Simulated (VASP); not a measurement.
Ti13Be3:

```
Ti Be
1.0
     6.14533    0.11573   -0.02475
     0.11573    6.28303   -0.13496
    -0.02475   -0.13496    6.34271
Ti Be
13 3
Direct
  0.31574 0.15841 0.09473
  0.58916 0.99515 0.82003
  0.32859 0.21758 0.54279
  0.58854 0.88720 0.28123
  0.90328 0.76774 0.99269
  0.34237 0.71232 0.59508
  0.60171 0.47084 0.28159
  0.87809 0.16760 0.10668
  0.09590 0.51627 0.27677
  0.60328 0.47176 0.84620
  0.13735 0.43489 0.82374
  0.84319 0.18704 0.55158
  0.85657 0.72509 0.57085
  0.29399 0.74054 0.02566
  0.11646 0.01636 0.78146
  0.11746 0.90751 0.32237
```

Base run:

| Item | Value |
| --- | --- |
| Program | VASP 6.6.1 |
| Functional | PBE |
| Potentials or basis | VASP PAW PBE potentials, release 64 (Ti_sv, Be) |
| Cutoff | 400 eV |
| k mesh | 1 × 1 × 1, shifted |
| Occupations | fermi-dirac, width 0.05 eV |
| Spin | no spin polarisation |

Its results: pressure 2.5 GPa; largest force 1.305 eV/Å.

Problem. The run is repeated on the same cell with these changes: cutoff from 400 eV to 520 eV; further incar settings from LREAL = Auto; ALGO = Normal; EDIFF = 1e-06; NBANDS = 95; ISYM = -1 to LREAL = Auto; ALGO = Normal; EDIFF = 1e-07; NBANDS = 95; ISYM = 0. What comes out?

Solution. Pressure 3.2 GPa; largest force 1.312 eV/Å.

Caveats: some runs use coarse meshes; the atoms stand as in a frame of molecular dynamics.
